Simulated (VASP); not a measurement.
# BN (Fmm2) in VASP: further runs

The runs below take BN through single point, with LDA.

All numbers are computed with VASP 6.6.1; they aren't measurements. Logs are shortened: lines on timing, memory, paths and dates and some standing lists are left out, and cuts for length are marked.

## (1) The cell of the first run

The structure is orthorhombic, space group Fmm2 (No. 42). The conventional cell has a = 2.452 Å, b = 6.848 Å, c = 4.244 Å, α = 90.00°, β = 90.00°, γ = 90.00°. B (site symmetry mm2) has 3 N at 1.41 to 1.42 Å within 1.9 Å. N (site symmetry mm2) has 3 B at 1.41 to 1.42 Å within 1.9 Å.

## (2) Single point, LDA

INCAR

```
  PREC = Accurate
  ENCUT = 520
  EDIFF = 1E-6
  ISMEAR = 0
  SIGMA = 0.01
  LREAL = False
  LASPH = True
  NELM = 80
  ALGO = Normal
  ISIF = 2
  LWAVE = False
  LCHARG = False
  NBANDS = 11
```

KPOINTS

```
regular mesh
0
Gamma
  10 10 10
```

POSCAR

```
BN
1.0
    0.0000000000      3.4239628326      2.1218728889
    1.2260814184      0.0000000000      2.1218728889
    1.2260814184      3.4239628326      0.0000000000
B N
1 1
Direct
    0.0000486500      0.0000486500      0.9999513500
    0.6666666667      0.6666666667      0.3333333333
```

Potentials or basis: VASP PAW LDA potentials, release 64 (B, N).

Command:

```bash
> cat potpaw_LDA.64/B/POTCAR potpaw_LDA.64/N/POTCAR > POTCAR
> mpirun -np 1 vasp_std > vasp.out
```

OUTCAR:

```text
PREC = Accurate
   ENCUT = 520
   EDIFF = 1E-6
   ISMEAR = 0
   LREAL = False
   LASPH = True
   NELM = 80
   ISIF = 2

 ion  position               nearest neighbor table
   1  0.000  0.000  1.000-   2 1.41   2 1.42   2 1.42
   2  0.667  0.667  0.333-   1 1.41   1 1.42   1 1.42

  LATTYP: Found a face centered orthorhombic cell.
 ALAT       =     2.4521628368
 B/A-ratio  =     1.7306133647
 C/A-ratio  =     2.7926064136

  Lattice vectors:

 A1 = (  -0.0000000000,   3.4239628326,   2.1218728889)
 A2 = (  -1.2260814184,   3.4239628326,   0.0000000000)
 A3 = (  -1.2260814184,   0.0000000000,   2.1218728889)

Analysis of symmetry for initial positions (statically):
=====================================================================
 Subroutine PRICEL returns:
 Original cell was already a primitive cell.

 Routine SETGRP: Setting up the symmetry group for a
 face centered orthorhombic supercell.

 Subroutine GETGRP returns: Found  4 space group operations
 (whereof  4 operations were pure point group operations)
 out of a pool of  8 trial point group operations.

The static configuration has the point symmetry C_2v.

Analysis of symmetry for dynamics (positions and initial velocities):
=====================================================================
 Subroutine PRICEL returns:
 Original cell was already a primitive cell.

 Routine SETGRP: Setting up the symmetry group for a
 face centered orthorhombic supercell.

 Subroutine GETGRP returns: Found  4 space group operations
 (whereof  4 operations were pure point group operations)
 out of a pool of  8 trial point group operations.

The dynamic configuration has the point symmetry C_2v.

 Subroutine INISYM returns: Found  4 space group operations
 (whereof  4 operations are pure point group operations),
 and found     1 'primitive' translations

----------------------------------------------------------------------------------------

                                     Primitive cell

  volume of cell :      17.8155

  direct lattice vectors                    reciprocal lattice vectors
     0.000000000  3.423962833  2.121872889    -0.407803260  0.146029623  0.235640882
     1.226081418  0.000000000  2.121872889     0.407803260 -0.146029623  0.235640882
     1.226081418  3.423962833  0.000000000     0.407803260  0.146029623 -0.235640882

  length of vectors
     4.028134312  2.450636693  3.636866388     0.493107266  0.493107266  0.493107266

  position of ions in fractional coordinates (direct lattice)
     0.000048650  0.000048650  0.999951350
     0.666666667  0.666666667  0.333333333

  ion indices of the primitive-cell ions
   primitive index   ion index
                 1           1
                 2           2

----------------------------------------------------------------------------------------

 KPOINTS: regular mesh

Automatic generation of k-mesh.
 Grid dimensions read from file:
 generate k-points for:   10   10   10

 Generating k-lattice:

  Cartesian coordinates                     Fractional coordinates (reciprocal lattice)
    -0.040780326  0.014602962  0.023564088     0.100000000  0.000000000 -0.000000000
     0.040780326 -0.014602962  0.023564088     0.000000000  0.100000000  0.000000000
     0.040780326  0.014602962 -0.023564088    -0.000000000  0.000000000  0.100000000

  Length of vectors
     0.049310727  0.049310727  0.049310727

  Shift w.r.t. Gamma in fractional coordinates (k-lattice)
     0.000000000  0.000000000  0.000000000

 Subroutine IBZKPT returns following result:
 ===========================================

 Found    171 irreducible k-points:

 Following reciprocal coordinates:
            Coordinates               Weight
  0.000000  0.000000  0.000000      1.000000
  0.100000 -0.000000 -0.000000      8.000000
  0.200000 -0.000000 -0.000000      8.000000
  0.300000  0.000000  0.000000      8.000000
  0.400000 -0.000000  0.000000      8.000000
  0.500000 -0.000000  0.000000      4.000000
[... 16 lines left out ...]
  0.300000  0.300000  0.000000      2.000000
  0.400000  0.300000  0.000000      8.000000
 [... further k-points ...]
   k-points           NKPTS =    171   k-points in BZ     NKDIM =    171   number of bands    NBANDS=     11
   number of dos      NEDOS =    301   number of ions     NIONS =      2
   total plane-waves  NPLWV =  15120
   dimension x,y,z NGX =    30 NGY =   18 NGZ =   28
   dimension x,y,z NGXF=    60 NGYF=   36 NGZF=   56
   ions per type =               1   1
   NGX,Y,Z   is equivalent  to a cutoff of  12.38, 12.21, 12.80 a.u.
   NGXF,Y,Z  is equivalent  to a cutoff of  24.76, 24.42, 25.60 a.u.
 SYSTEM =  unknown system
   PREC   = accura    normal or accurate (medium, high low for compatibility)
   ISTART =      0    job   : 0-new  1-cont  2-samecut
   ICHARG =      2    charge: 1-file 2-atom 10-const
   ISPIN  =      1    spin polarized calculation?
   LNONCOLLINEAR =      F non collinear calculations
   LSORBIT =      F    spin-orbit coupling
   LASPH  =      T    aspherical Exc in radial PAW
   ENCUT  =  520.0 eV  38.22 Ry    6.18 a.u.   7.49  4.56  6.76*2*pi/ulx,y,z
   NELM   =     80;   NELMIN=  2; NELMDL= -5     # of ELM steps
   EDIFF  = 0.1E-05   stopping-criterion for ELM
   LREAL  =      F    real-space projection
   EDIFFG = 0.1E-04   stopping-criterion for IOM
   NSW    =      0    number of steps for IOM
   IBRION =     -1    ionic relax: 0-MD 1-quasi-New 2-CG
   NFREE  =      0    steps in history (QN), initial steepest desc. (CG)
   ISIF   =      2    stress and relaxation
   ISYM   =      2    0-nonsym 1-usesym 2-fastsym
   POTIM  = 0.5000    time-step for ionic-motion
   TEBEG  =    0.0;   TEEND  =   0.0 temperature during run
   PSTRESS=    0.0 pullay stress
   NELECT =       8.0000    total number of electrons
   NUPDOWN=      -1.0000    fix difference up-down
   EMIN   =  10.00;   EMAX   =-10.00  energy-range for DOS
   EFERMI =   0.00;   METHOD = LEGACY
   ISMEAR =     0;   SIGMA  =   0.01  broadening in eV -4-tet -1-fermi 0-gaus
   EFERMI_NEDOS =   21; number of points for ismear=-14 and -15
   IALGO  =     38    algorithm
   IMIX   =      4    mixing-type and parameters
     AMIX     =   0.40;   BMIX     =  1.00
     AMIX_MAG =   1.60;   BMIX_MAG =  1.00
  volume/ion in A,a.u.               =       8.91        60.11
  Fermi-wavevector in a.u.,A,eV,Ry     =   1.253638  2.369033 21.383039  1.571609
  Thomas-Fermi vector in A             =   2.387482
   LORBIT       =      0    0 simple, 1 ext, 2 COOP (PROOUT), +10 PAW based schemes
   GGA     = CA    functional components
   LHFCALC =     F    Hartree Fock is set to
   AEXX    =    0.0000 exact exchange contribution
   IVDW    =     0    specifies the selected vdW correction
   LEPSILON=     F    determine dielectric tensor
   LRPA    =     F    only Hartree local field effects (RPA)
 non-spin polarized calculation
 Gauss-broadening in eV      SIGMA  =   0.01
  energy-cutoff  :      520.00
  volume of cell :       17.82
 maximum number of plane-waves:       499
 NGX is ok and might be reduce to    30
   NGX = 15   NGY =  9   NGZ = 13

 number of electron       8.0000000 magnetization

 Free energy of the ion-electron system (eV)
  ---------------------------------------------------
  ext. energy  EPLUGINS =         0.00000000
  ---------------------------------------------------
  free energy    TOTEN  =       -19.25254550 eV

  energy without entropy =      -19.25254550  energy(sigma->0) =      -19.25254550

 E-fermi :   2.3055     XC(G=0): -10.4618

 val. band max:        2.2358037547   @ k =   0.4000  -0.4000   0.1000
 cond. band min:       5.9534259607   @ k =   0.0000   0.5000   0.5000
 fundamental gap:      3.7176222060
 Fermi energy:         2.3054856044

 k-point     1 :       0.0000    0.0000    0.0000
  band No.  band energies     occupation
      1     -15.7684      2.00000
      2      -2.4883      2.00000
      3       0.9178      2.00000
      4       0.9279      2.00000
      5       6.8577      0.00000
      6      14.1884      0.00000
      7      14.2539      0.00000
      8      15.8410      0.00000
      9      17.9691      0.00000
     10      28.6748      0.00000
     11      29.6148      0.00000

 k-point     2 :       0.1000   -0.0000   -0.0000
  band No.  band energies     occupation
      1     -15.5590      2.00000
      2      -2.2874      2.00000
      3       0.1247      2.00000
      4       0.5311      2.00000
      5       7.3126      0.00000
      6      14.1410      0.00000
      7      15.0835      0.00000
      8      15.1227      0.00000
      9      18.5985      0.00000
     10      27.3314      0.00000
     11      29.2104      0.00000

 k-point     3 :       0.2000   -0.0000   -0.0000
  band No.  band energies     occupation
      1     -14.9478      2.00000
      2      -1.8357      2.00000
      3      -1.6331      2.00000
      4      -0.3414      2.00000
      5       8.4996      0.00000
      6      13.2041      0.00000
      7      13.9811      0.00000
      8      17.4385      0.00000
      9      19.9859      0.00000
     10      24.0660      0.00000
     11      28.7381      0.00000
[... 267 lines left out ...]
 k-point    23 :       0.3000    0.3000    0.0000
  band No.  band energies     occupation
      1     -14.0384      2.00000
      2      -4.1196      2.00000
      3      -1.2173      2.00000
      4      -0.3011      2.00000
      5       9.5296      0.00000
      6      11.2890      0.00000
      7      13.9077      0.00000
      8      19.6787      0.00000
      9      20.6273      0.00000
     10      23.8353      0.00000
     11      25.8008      0.00000

 k-point    24 :       0.4000    0.3000    0.0000
  band No.  band energies     occupation
      1     -13.3678      2.00000
      2      -5.1527      2.00000
      3      -2.0980      2.00000
      4       0.4896      2.00000
      5       9.8333      0.00000
      6      10.8744      0.00000
      7      14.6042      0.00000
      8      18.6033      0.00000
      9      20.7095      0.00000
     10      22.4199      0.00000
     11      26.4751      0.00000

 [... further k-points ...]

------------------------ aborting loop because EDIFF is reached ----------------------------------------

  FORCE on cell =-STRESS in cart. coord.  units (eV):
  Direction    XX          YY          ZZ          XY          YZ          ZX
  --------------------------------------------------------------------------------------
  -------------------------------------------------------------------------------------
  Total        2.0201616     -0.1208195      2.0249009      0.0000000      0.0000000      0.0000000
  in kB      181.6765920    -10.8655029    182.1028094      0.0000000      0.0000000      0.0000000
  external PRESSURE =     117.6379662 kB  Pullay stress =       0.0000000 kB

 VOLUME and BASIS-vectors are now :
 -----------------------------------------------------------------------------
  energy-cutoff  :      520.00
  volume of cell :       17.82
      direct lattice vectors                 reciprocal lattice vectors
     0.000000000  3.423962833  2.121872889    -0.407803260  0.146029623  0.235640882
     1.226081418  0.000000000  2.121872889     0.407803260 -0.146029623  0.235640882
     1.226081418  3.423962833  0.000000000     0.407803260  0.146029623 -0.235640882

 POSITION                                       TOTAL-FORCE (eV/Angst)
 -----------------------------------------------------------------------------------
      1.22608      3.42396      0.00021         0.000000      0.000000      0.016706
      1.22608      3.42396      2.82916         0.000000      0.000000     -0.016706
 -----------------------------------------------------------------------------------
    total drift:                                0.000001     -0.000002      0.000008

  FREE ENERGIE OF THE ION-ELECTRON SYSTEM (eV)
  ---------------------------------------------------
  free  energy   TOTEN  =       -19.2525455021 eV

  energy  without entropy=      -19.2525455021  energy(sigma->0) =      -19.25254550
```

Run time: 50 s. Hardware: 1 thread of AMD EPYC 7R43 (Zen 3), shared host; peak memory 0.11 GiB.

What came out:

* Free energy: -19.2525 eV
* Pressure: 11.8 GPa
* Largest force: 0.017 eV/Å
* Band gap on the k mesh: 3.72 eV, indirect (least direct gap 4.75 eV)

Forces on the atoms (eV/Å):
```
B    0.000  0.000  0.017
N    0.000  0.000 -0.017
```

Levels at points of the mesh, in eV from the valence-band top:
| k point | band 2 | band 3 | band 4 | band 5 | band 6 | band 7 |
| --- | --- | --- | --- | --- | --- | --- |
| (0.00, 0.00, 0.00) | -4.72 | -1.32 | -1.31 | 4.62 | 11.95 | 12.02 |
| (0.50, 0.00, 0.00) | -9.16 | -4.29 | -1.05 | 4.60 | 10.49 | 13.40 |
| (0.50, 0.50, 0.00) | -9.26 | -4.28 | -0.49 | 5.91 | 9.92 | 12.17 |
| (0.50, 0.00, 0.50) | -6.58 | -1.33 | -1.31 | 9.67 | 11.90 | 11.99 |
| (0.00, 0.50, 0.50) | -9.05 | -4.33 | -1.56 | 3.72 | 10.59 | 14.62 |

A k mesh can miss the band edges. As with any semilocal functional, this LDA gap is likely too small.

## (3) Single point, LDA

This run uses another cell than the first one, of 9.19 Å³/atom, 1.032 times its volume.

INCAR

```
SYSTEM = BN
ALGO = Normal
EDIFF = 1E-7
ENCUT = 520
ISIF = 2
ISMEAR = 0
LASPH = .TRUE.
LCHARG = .FALSE.
LREAL = .FALSE.
LWAVE = .FALSE.
NBANDS = 11
NELM = 60
PREC = Accurate
SIGMA = 0.01
```

KPOINTS

```
k-points
0
G
  10 10 10
  0 0 0
```

POSCAR

```
BN
1.0
    0.0000000000      3.4600071955      2.1442100345
    1.2389884871      0.0000000000      2.1442100345
    1.2389884871      3.4600071955      0.0000000000
B N
1 1
Direct
    0.0000486500      0.0000486500      0.9999513500
    0.6666666667      0.6666666667      0.3333333333
```

Potentials or basis: VASP PAW LDA potentials, release 64 (B, N).

Command:

```bash
> cat potpaw_LDA.64/B/POTCAR potpaw_LDA.64/N/POTCAR > POTCAR
> mpirun -np 1 vasp_std > vasp.out
```

Run time: 61 s. Hardware: 1 thread of AMD EPYC 7R43 (Zen 3), shared host; peak memory 0.11 GiB.

The run converged. Its results:

```
Free energy            : -19.2797 eV
Pressure               : 3.4 GPa
Largest force          : 0.015 eV/Å
Band gap on the k mesh : 3.71 eV, indirect (least direct gap 4.68 eV)
```

Forces on the atoms (eV/Å):
```
B    0.000  0.000  0.015
N    0.000  0.000 -0.015
```

Stress tensor (GPa, compression positive):
```
 5.73  0.00  0.00
 0.00 -1.19  0.00
 0.00  0.00  5.79
```

Levels at points of the mesh, in eV from the valence-band top:
| k point | band 1 | band 2 | band 3 | band 4 | band 5 | band 6 | band 7 | band 8 | band 9 |
| --- | --- | --- | --- | --- | --- | --- | --- | --- | --- |
| (0.00, 0.00, 0.00) | -17.80 | -4.59 | -1.35 | -1.34 | 4.59 | 11.69 | 11.75 | 13.22 | 15.12 |
| (0.50, 0.00, 0.00) | -14.48 | -9.03 | -4.24 | -1.02 | 4.55 | 10.16 | 13.18 | 15.51 | 19.87 |
| (0.50, 0.50, 0.00) | -14.53 | -9.13 | -4.23 | -0.48 | 5.81 | 9.65 | 12.00 | 13.65 | 19.40 |
| (0.50, 0.00, 0.50) | -17.58 | -6.38 | -1.37 | -1.34 | 9.49 | 11.64 | 11.72 | 12.55 | 15.80 |
| (0.00, 0.50, 0.50) | -14.41 | -8.92 | -4.27 | -1.50 | 3.71 | 10.26 | 14.37 | 18.75 | 19.34 |

## (4) Single point, LDA

This run uses another cell than the first one, of 9.48 Å³/atom, 1.064 times its volume.

INCAR

```
  PREC = Accurate
  ENCUT = 520
  EDIFF = 1E-6
  ISMEAR = 0
  SIGMA = 0.01
  LREAL = F
  LASPH = T
  NELM = 60
  ALGO = Normal
  ISIF = 2
  LWAVE = F
  LCHARG = F
  GGA = CA
  NBANDS = 11
```

KPOINTS

```
Automatic mesh
0
Gamma
  10 10 10
```

POSCAR

```
BN
1.0
    0.0000000000      3.4953158300      2.1660912400
    1.2516321000      0.0000000000      2.1660912400
    1.2516321000      3.4953158300      0.0000000000
B N
1 1
Direct
    0.0000486500      0.0000486500      0.9999513500
    0.6666666667      0.6666666667      0.3333333333
```

Command:

```bash
> cat potpaw_LDA.64/B/POTCAR potpaw_LDA.64/N/POTCAR > POTCAR
> mpirun -np 1 vasp_std > vasp.out
```

It took 66 s on 1 thread of AMD EPYC 7R43 (Zen 3), shared host; peak memory 0.11 GiB.

The run converged. Its results:

| Property | Result |
| --- | --- |
| Free energy | -19.2793 eV |
| Pressure | -3.8 GPa |
| Largest force | 0.013 eV/Å |
| Band gap on the k mesh | 3.69 eV, indirect (least direct gap 4.61 eV) |

Forces on the atoms (eV/Å):
```
B    0.000  0.000  0.013
N    0.000  0.000 -0.013
```

Stress tensor (GPa, compression positive):
```
-5.09  0.00  0.00
 0.00 -1.27  0.00
 0.00  0.00 -5.03
```

Levels at points of the mesh, in eV from the valence-band top:
```
           k point  band 1  band 2  band 3  band 4  band 5  band 6  band 7  band 8  band 9
(0.00, 0.00, 0.00)  -17.61   -4.46   -1.39   -1.38    4.56   11.44   11.50   12.85   14.54
(0.50, 0.00, 0.00)  -14.39   -8.90   -4.19   -0.98    4.51    9.84   12.98   15.27   19.49
(0.50, 0.50, 0.00)  -14.43   -9.00   -4.18   -0.47    5.70    9.38   11.85   13.46   19.11
(0.50, 0.00, 0.50)  -17.40   -6.18   -1.40   -1.38    9.31   11.39   11.47   12.02   15.43
(0.00, 0.50, 0.50)  -14.32   -8.80   -4.22   -1.44    3.69    9.93   14.14   18.30   19.00
```

A k mesh can miss the band edges. Expect the measured gap to be larger: semilocal functionals such as LDA lack the derivative discontinuity.

(Part 1 of 2 ends here.)
